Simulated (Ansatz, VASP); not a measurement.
**One calculation of KTaO3, two programs**

File INCAR:

```
SYSTEM = KTaO3
PREC = Accurate
ENCUT = 520
EDIFF = 1E-7
ISMEAR = 0
SIGMA = 0.05
LREAL = .FALSE.
LASPH = .TRUE.
NELM = 60
ALGO = Normal
ISIF = 2
LWAVE = .FALSE.
LCHARG = .TRUE.
GGA = PE
LELF = .TRUE.
LVHAR = .TRUE.
NBANDS = 27
```

The input KPOINTS:

```
regular mesh
0
G
  8 8 8
  0 0 0
```

POSCAR

```
KTaO3
1.0
    3.8662304994      0.0000000000      0.0000000000
    0.0000000000      3.8662304994      0.0000000000
    0.0000000000      0.0000000000      4.3618812494
K Ta O
1 1 3
Direct
    0.5000000000      0.5000000000      0.5000000000
    0.0000000000      0.0000000000      0.0000000000
    0.5000000000      0.0000000000      0.0000000000
    0.0000000000      0.5000000000      0.0000000000
    0.0000000000      0.0000000000      0.5000000000
```

Input for Ansatz:

```yaml
crystal:
  lattice:
    - [3.8662304994, 0.0, 0.0]
    - [0.0, 3.8662304994, 0.0]
    - [0.0, 0.0, 4.3618812494]
  atoms:
    - { symbol: K, position: [0.5, 0.5, 0.5] }
    - { symbol: Ta, position: [0.0, 0.0, 0.0] }
    - { symbol: O, position: [0.5, 0.0, 0.0] }
    - { symbol: O, position: [0.0, 0.5, 0.0] }
    - { symbol: O, position: [0.0, 0.0, 0.5] }
basis:
  ecutwfc: 520.0
kpoints:
  mp_grid: { grid: [8, 8, 8] }
hamiltonian:
  xc: pbe
scf:
  occupations: { method: gaussian, width: 0.05 }
output:
  forces: true
  stress: true
  eigenvalues: true
  write_density: true
  write_potential: true
  elf: true
  volumetric_format: npy
```

Alike in both runs: task single point; functional PBE; k mesh 8 × 8 × 8; occupations gaussian, width 0.05 eV; no spin polarisation.

|  | VASP | Ansatz |
| --- | --- | --- |
| version | VASP 6.6.1 | Ansatz 0.2.0 |
| potentials or method | VASP PAW PBE potentials, release 64 (K_sv, Ta_pv, O), cutoff 520 eV | scalar-relativistic, plane waves, PAW |
| valence electrons in the cell | 38 | 40 |

```csv
,VASP,Ansatz,Ansatz less VASP
gap on the k mesh at the Fermi level (eV),1.93,1.97,+0.040
least direct gap on the mesh (eV),2.31,2.34,+0.035
pressure (GPa),5.6,4.9,-0.69
"traceless stress, the component that is largest in VASP (GPa)",-24.29,-23.88,+0.406
```

VASP's potentials hold 38 valence electrons a cell and Ansatz's 40, so a difference there can come from the potentials and not from the codes.

Spin-orbit coupling is off throughout.
